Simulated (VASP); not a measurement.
## Ru: single point with PBE

The system is Ru.

```xyz
2
Lattice="2.2999 0.0000 0.0000 -1.1500 2.6948 0.0000 0.0000 0.0000 4.2819" Properties=species:S:1:pos:R:3 pbc="T T T"
Ru    0.0000    1.7965    1.0705
Ru    1.1500    0.8983    3.2114
```

This cell differs from its parent crystal: strain -0.1500 x Voigt [1, -1, 0, 0, 0, 0].

```json
{
 "Program": "VASP 6.6.1",
 "Task": "single point",
 "Functional": "PBE",
 "Potentials or basis": "VASP PAW PBE potentials, release 64 (Ru_pv)",
 "Cutoff": "520 eV",
 "k mesh": "24 × 24 × 12",
 "Occupations": "gaussian, width 0.15 eV",
 "Spin": "no spin polarisation"
}
```

```yaml
Pressure: 39.7 GPa
Largest_force: 0.702 eV/Å
Band_gap_on_the_k_mesh: zero (bands 14 and 15 overlap by 3.09 eV)
```

Forces in eV/Å, atoms in the order of the input:
```
Ru   0.000  0.702  0.000
Ru   0.000 -0.702  0.000
```

Stress tensor (GPa, compression positive):
```
118.56   0.00   0.00
  0.00 -18.43   0.00
  0.00   0.00  19.06
```

Levels at points of the mesh, in eV from the Fermi level:
| k point | band 10 | band 11 | band 12 | band 13 | band 14 | band 15 | band 16 | band 17 | band 18 | band 19 |
| --- | --- | --- | --- | --- | --- | --- | --- | --- | --- | --- |
| (0.00, 0.00, 0.00) | -4.95 | -2.65 | -2.57 | -0.13 | 0.21 | 0.21 | 0.52 | 1.08 | 2.17 | 10.14 |
| (0.50, 0.00, 0.00) | -4.82 | -1.65 | -1.16 | -0.79 | 0.77 | 1.16 | 1.41 | 5.82 | 8.22 | 10.48 |
| (0.00, 0.50, 0.00) | -3.85 | -3.14 | -2.73 | -0.77 | 1.52 | 1.93 | 2.25 | 2.63 | 4.11 | 8.57 |
| (0.00, 0.00, 0.50) | -5.34 | -3.46 | -3.46 | -0.30 | -0.30 | -0.20 | -0.20 | 1.74 | 1.74 | 10.48 |
| (0.50, 0.00, 0.50) | -4.99 | -1.57 | -1.57 | -0.10 | -0.10 | 1.97 | 1.97 | 4.77 | 4.77 | 10.47 |
| (0.00, 0.50, 0.50) | -5.68 | -0.53 | -0.53 | 0.57 | 0.57 | 1.91 | 1.91 | 2.05 | 2.05 | 7.87 |

Wall time 5.4 min on 1 thread of Intel(R) Xeon(R) Platinum 8375C CPU @ 2.90GHz (Ice Lake) (shared host), peak memory 0.54 GiB.

Caveat: the cell differs from its parent crystal (strain -0.1500 x Voigt [1, -1, 0, 0, 0, 0]); the stress differs along the axes, from -18 to 119 GPa.
